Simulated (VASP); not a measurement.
# HfN (R3m) in VASP: notebook, part 3 of 3

VASP 6.6.1. The steps go on from the part before.

## (4) Single point, PBEsol

INCAR reads:

```
PREC     = Accurate       # precision mode
ENCUT    = 520            # plane-wave cutoff, eV
EDIFF    = 1E-7           # SCF threshold, eV
ISMEAR   = 0              # smearing method
SIGMA    = 0.15           # smearing width, eV
LREAL    = F              # projectors in reciprocal space
LASPH    = T              # aspherical terms in the spheres
NELM     = 60             # most SCF steps
ALGO     = Normal         # electronic algorithm
ISIF     = 2              # what is computed and relaxed
LWAVE    = F              # write WAVECAR
LCHARG   = F              # write CHGCAR
GGA      = PS             # functional
NBANDS   = 14             # bands
```

KPOINTS reads:

```
regular mesh
0
Gamma
  16 16 16
```

POSCAR reads:

```
HfN
1.0
    0.0000000000      2.4548220000      2.4548220000
    2.4548220000      0.0000000000      2.4548220000
    2.4548220000      2.4548220000      0.0000000000
Hf N
1 1
Direct
    0.0000000000      0.0000000000      0.0000000000
    0.6970821874      0.7676392709      0.7676392709
```

Potentials or basis: VASP PAW PBE potentials, release 64 (Hf_pv, N).

Started as:

```
$ cat potpaw_PBE.64/Hf_pv/POTCAR potpaw_PBE.64/N/POTCAR > POTCAR
$ mpirun -np 1 vasp_std > vasp.out
```

OUTCAR:

```text
PREC = Accurate
   ENCUT = 520
   EDIFF = 1E-7
   ISMEAR = 0
   LREAL = F
   LASPH = T
   NELM = 60
   ISIF = 2
   GGA = PS

 ion  position               nearest neighbor table
   1  0.000  0.000  0.000-   2 1.98   2 2.18   2 2.18   2 2.18
   2  0.697  0.768  0.768-   1 1.98   1 2.18   1 2.18   1 2.18

  LATTYP: Found a face centered cubic cell.
 ALAT       =     4.9096440000

  Lattice vectors:

 A1 = (   0.0000000000,   2.4548220000,   2.4548220000)
 A2 = (   2.4548220000,   0.0000000000,   2.4548220000)
 A3 = (   2.4548220000,   2.4548220000,   0.0000000000)

Analysis of symmetry for initial positions (statically):
=====================================================================
 Subroutine PRICEL returns:
 Original cell was already a primitive cell.

 Routine SETGRP: Setting up the symmetry group for a
 face centered cubic supercell.

 Subroutine GETGRP returns: Found  6 space group operations
 (whereof  6 operations were pure point group operations)
 out of a pool of 48 trial point group operations.

The static configuration has the point symmetry C_3v.

Analysis of symmetry for dynamics (positions and initial velocities):
=====================================================================
 Subroutine PRICEL returns:
 Original cell was already a primitive cell.

 Routine SETGRP: Setting up the symmetry group for a
 face centered cubic supercell.

 Subroutine GETGRP returns: Found  6 space group operations
 (whereof  6 operations were pure point group operations)
 out of a pool of 48 trial point group operations.

The dynamic configuration has the point symmetry C_3v.

 Subroutine INISYM returns: Found  6 space group operations
 (whereof  6 operations are pure point group operations),
 and found     1 'primitive' translations

----------------------------------------------------------------------------------------

                                     Primitive cell

  volume of cell :      29.5863

  direct lattice vectors                    reciprocal lattice vectors
     0.000000000  2.454822000  2.454822000    -0.203680756  0.203680756  0.203680756
     2.454822000  0.000000000  2.454822000     0.203680756 -0.203680756  0.203680756
     2.454822000  2.454822000  0.000000000     0.203680756  0.203680756 -0.203680756

  length of vectors
     3.471642566  3.471642566  3.471642566     0.352785417  0.352785417  0.352785417

  position of ions in fractional coordinates (direct lattice)
     0.000000000  0.000000000  0.000000000
     0.697082187  0.767639271  0.767639271

  ion indices of the primitive-cell ions
   primitive index   ion index
                 1           1
                 2           2

----------------------------------------------------------------------------------------

 KPOINTS: regular mesh

Automatic generation of k-mesh.
 Grid dimensions read from file:
 generate k-points for:   16   16   16

 Generating k-lattice:

  Cartesian coordinates                     Fractional coordinates (reciprocal lattice)
    -0.012730047  0.012730047  0.012730047     0.062500000  0.000000000  0.000000000
     0.012730047 -0.012730047  0.012730047     0.000000000  0.062500000  0.000000000
     0.012730047  0.012730047 -0.012730047     0.000000000  0.000000000  0.062500000

  Length of vectors
     0.022049089  0.022049089  0.022049089

  Shift w.r.t. Gamma in fractional coordinates (k-lattice)
     0.000000000  0.000000000  0.000000000

 Subroutine IBZKPT returns following result:
 ===========================================

 Found    417 irreducible k-points:

 Following reciprocal coordinates:
            Coordinates               Weight
  0.000000  0.000000  0.000000      1.000000
  0.062500  0.000000  0.000000      2.000000
  0.000000  0.062500  0.000000      6.000000
  0.125000  0.000000  0.000000      2.000000
  0.000000  0.125000  0.000000      6.000000
  0.187500  0.000000  0.000000      2.000000
[... 16 lines left out ...]
  0.000000  0.187500  0.062500     12.000000
  0.062500  0.000000  0.187500      6.000000
 [... further k-points ...]
   k-points           NKPTS =    417   k-points in BZ     NKDIM =    417   number of bands    NBANDS=     14
   number of dos      NEDOS =    301   number of ions     NIONS =      2
   total plane-waves  NPLWV =  21952
   dimension x,y,z NGX =    28 NGY =   28 NGZ =   28
   dimension x,y,z NGXF=    56 NGYF=   56 NGZF=   56
   ions per type =               1   1
   NGX,Y,Z   is equivalent  to a cutoff of  13.41, 13.41, 13.41 a.u.
   NGXF,Y,Z  is equivalent  to a cutoff of  26.82, 26.82, 26.82 a.u.
 SYSTEM =  unknown system
   PREC   = accura    normal or accurate (medium, high low for compatibility)
   ISTART =      0    job   : 0-new  1-cont  2-samecut
   ICHARG =      2    charge: 1-file 2-atom 10-const
   ISPIN  =      1    spin polarized calculation?
   LNONCOLLINEAR =      F non collinear calculations
   LSORBIT =      F    spin-orbit coupling
   LASPH  =      T    aspherical Exc in radial PAW
   ENCUT  =  520.0 eV  38.22 Ry    6.18 a.u.   6.45  6.45  6.45*2*pi/ulx,y,z
   NELM   =     60;   NELMIN=  2; NELMDL= -5     # of ELM steps
   EDIFF  = 0.1E-06   stopping-criterion for ELM
   LREAL  =      F    real-space projection
   EDIFFG = 0.1E-05   stopping-criterion for IOM
   NSW    =      0    number of steps for IOM
   IBRION =     -1    ionic relax: 0-MD 1-quasi-New 2-CG
   NFREE  =      0    steps in history (QN), initial steepest desc. (CG)
   ISIF   =      2    stress and relaxation
   ISYM   =      2    0-nonsym 1-usesym 2-fastsym
   POTIM  = 0.5000    time-step for ionic-motion
   TEBEG  =    0.0;   TEEND  =   0.0 temperature during run
   PSTRESS=    0.0 pullay stress
   NELECT =      15.0000    total number of electrons
   NUPDOWN=      -1.0000    fix difference up-down
   EMIN   =  10.00;   EMAX   =-10.00  energy-range for DOS
   EFERMI =   0.00;   METHOD = LEGACY
   ISMEAR =     0;   SIGMA  =   0.15  broadening in eV -4-tet -1-fermi 0-gaus
   EFERMI_NEDOS =   21; number of points for ismear=-14 and -15
   IALGO  =     38    algorithm
   IMIX   =      4    mixing-type and parameters
     AMIX     =   0.40;   BMIX     =  1.00
     AMIX_MAG =   1.60;   BMIX_MAG =  1.00
  volume/ion in A,a.u.               =      14.79        99.83
  Fermi-wavevector in a.u.,A,eV,Ry     =   1.305395  2.466839 23.185087  1.704056
  Thomas-Fermi vector in A             =   2.436267
   LORBIT       =      0    0 simple, 1 ext, 2 COOP (PROOUT), +10 PAW based schemes
   GGA     = PS    functional components
   LHFCALC =     F    Hartree Fock is set to
   AEXX    =    0.0000 exact exchange contribution
   IVDW    =     0    specifies the selected vdW correction
   LEPSILON=     F    determine dielectric tensor
   LRPA    =     F    only Hartree local field effects (RPA)
 non-spin polarized calculation
 Gauss-broadening in eV      SIGMA  =   0.15
  energy-cutoff  :      520.00
  volume of cell :       29.59
 maximum number of plane-waves:       821
 NGX is ok and might be reduce to    28
   NGX = 13   NGY = 13   NGZ = 13

 number of electron      15.0000001 magnetization

 Free energy of the ion-electron system (eV)
  ---------------------------------------------------
  ext. energy  EPLUGINS =         0.00000000
  ---------------------------------------------------
  free energy    TOTEN  =       -22.10201225 eV

  energy without entropy =      -22.09409659  energy(sigma->0) =      -22.09805442

 E-fermi :   5.5652     XC(G=0): -11.3911

 val. band max:        5.5606135390   @ k =   0.0625   0.0000   0.1250
 cond. band min:       5.5756583409   @ k =   0.2500   0.0625   0.4375
 fundamental gap:      0.0150448019
 Fermi energy:         5.5651557761

 k-point     1 :       0.0000    0.0000    0.0000
  band No.  band energies     occupation
      1     -25.4838      2.00000
      2     -25.4325      2.00000
      3     -25.4325      2.00000
      4     -10.4986      2.00000
      5      -0.0396      2.00000
      6       0.2560      2.00000
      7       0.2560      2.00000
      8       4.8347      2.00000
      9       7.7713      0.00000
     10       7.7713      0.00000
     11      11.7929      0.00000
     12      11.7929      0.00000
     13      13.2992      0.00000
     14      17.9429      0.00000
[... 375 lines left out ...]
 k-point    24 :       0.0625    0.0000    0.1875
  band No.  band energies     occupation
      1     -25.5570      2.00000
      2     -25.5020      2.00000
      3     -25.4563      2.00000
      4     -10.1808      2.00000
      5      -0.3266      2.00000
      6       0.2166      2.00000
      7       0.4052      2.00000
      8       6.1523      0.00000
      9       7.2600      0.00000
     10       7.8875      0.00000
     11      11.4053      0.00000
     12      12.2059      0.00000
     13      13.4191      0.00000
     14      16.1330      0.00000

 [... further k-points ...]
[... 5 lines left out ...]
  --------------------------------------------------------------------------------------
  -------------------------------------------------------------------------------------
  Total       -0.5874267     -0.5874267     -0.5874267     -1.1034352      1.1034352     -1.1034352
  in kB      -31.8107747    -31.8107747    -31.8107747    -59.7540591     59.7540591    -59.7540591
  external PRESSURE =     -31.8107747 kB  Pullay stress =       0.0000000 kB

 VOLUME and BASIS-vectors are now :
 -----------------------------------------------------------------------------
  energy-cutoff  :      520.00
  volume of cell :       29.59
      direct lattice vectors                 reciprocal lattice vectors
     0.000000000  2.454822000  2.454822000    -0.203680756  0.203680756  0.203680756
     2.454822000  0.000000000  2.454822000     0.203680756 -0.203680756  0.203680756
     2.454822000  2.454822000  0.000000000     0.203680756  0.203680756 -0.203680756

 POSITION                                       TOTAL-FORCE (eV/Angst)
 -----------------------------------------------------------------------------------
      0.00000      0.00000      0.00000         1.295115     -1.295115     -1.295115
      3.76884      3.59563      3.59563        -1.295115      1.295115      1.295115
 -----------------------------------------------------------------------------------
    total drift:                                0.000042     -0.000043     -0.000043

  FREE ENERGIE OF THE ION-ELECTRON SYSTEM (eV)
  ---------------------------------------------------
  free  energy   TOTEN  =       -22.1020122541 eV

  energy  without entropy=      -22.0940965854  energy(sigma->0) =      -22.09805442
```

Run time: 2.1 min. Hardware: 1 thread of Intel Xeon Platinum 8124M at 3.00GHz (Skylake/Cascade Lake), shared host; peak memory 0.31 GiB.

Results:

```
Free energy   : -22.1020 eV
Pressure      : -3.2 GPa
Largest force : 2.243 eV/Å
```

Forces in eV/Å, atoms in the order of the input:
```
Hf   1.295 -1.295 -1.295
N   -1.295  1.295  1.295
```

Caveat: the cell differs from its parent crystal (all N atoms moved +0.150 Å, as atom 2 towards its neighbour atom 1 (Hf) at 2.126 Å); the PAW data sets were made with another functional, which shifts forces and pressure a little; spin-orbit coupling is left out, which moves the levels of the heavy elements.

## (5) Single point, PBEsol

INCAR reads:

```
SYSTEM = HfN
PREC = Accurate
ENCUT = 520
EDIFF = 1E-7
ISMEAR = 0
SIGMA = 0.15
LREAL = .False.
LASPH = .True.
NELM = 100
ALGO = Normal
ISIF = 2
LWAVE = .False.
LCHARG = .True.
GGA = PS
LELF = .True.
LVHAR = .True.
NBANDS = 14
```

KPOINTS reads:

```
Automatic mesh
0
Gamma
  16 16 16
  0 0 0
```

Edit POSCAR of step 4 so:

```diff
@@ -9,2 +9,2 @@
     0.0000000000      0.0000000000      0.0000000000
-    0.6970821874      0.7676392709      0.7676392709
+    0.7764589063      0.7411803646      0.7411803646
```

Started as:

```
$ cat potpaw_PBE.64/Hf_pv/POTCAR potpaw_PBE.64/N/POTCAR > POTCAR
$ mpirun -np 1 vasp_std > vasp.out
```

Wall time 2.2 min (1 thread of Intel Xeon Platinum 8124M at 3.00GHz (Skylake/Cascade Lake), shared host); peak memory 0.31 GiB.

The run converged. Its results:

```
Free energy   : -22.2261 eV
Pressure      : -5.4 GPa
Largest force : 0.767 eV/Å
```

Forces in eV/Å, atoms in the order of the input:
```
Hf  -0.443  0.443  0.443
N    0.443 -0.443 -0.443
```

Stress tensor (GPa, compression positive):
```
-5.38  1.99  1.99
 1.99 -5.38 -1.99
 1.99 -1.99 -5.38
```

Levels at points of the mesh, in eV from the Fermi level:
| k point | band 3 | band 4 | band 5 | band 6 | band 7 | band 8 | band 9 | band 10 | band 11 | band 12 |
| --- | --- | --- | --- | --- | --- | --- | --- | --- | --- | --- |
| (0.00, 0.00, 0.00) | -31.04 | -16.09 | -5.51 | -5.51 | -5.30 | -0.73 | 2.21 | 2.21 | 6.08 | 6.89 |
| (0.50, 0.00, 0.00) | -31.11 | -15.10 | -5.71 | -5.04 | -5.04 | 1.95 | 2.77 | 2.77 | 4.22 | 5.74 |
| (0.00, 0.50, 0.00) | -31.10 | -14.94 | -5.72 | -4.87 | -4.70 | 1.41 | 2.40 | 2.96 | 4.13 | 5.15 |
| (0.50, 0.50, 0.00) | -31.20 | -14.61 | -6.91 | -3.63 | -3.56 | -1.13 | 2.17 | 4.01 | 4.60 | 4.73 |

Caveat: the cell differs from its parent crystal (all N atoms moved -0.075 Å, as atom 2 towards its neighbour atom 1 (Hf) at 2.126 Å); the PAW data sets were made with another functional, which shifts forces and pressure a little; spin-orbit coupling is left out, which moves the levels of the heavy elements.
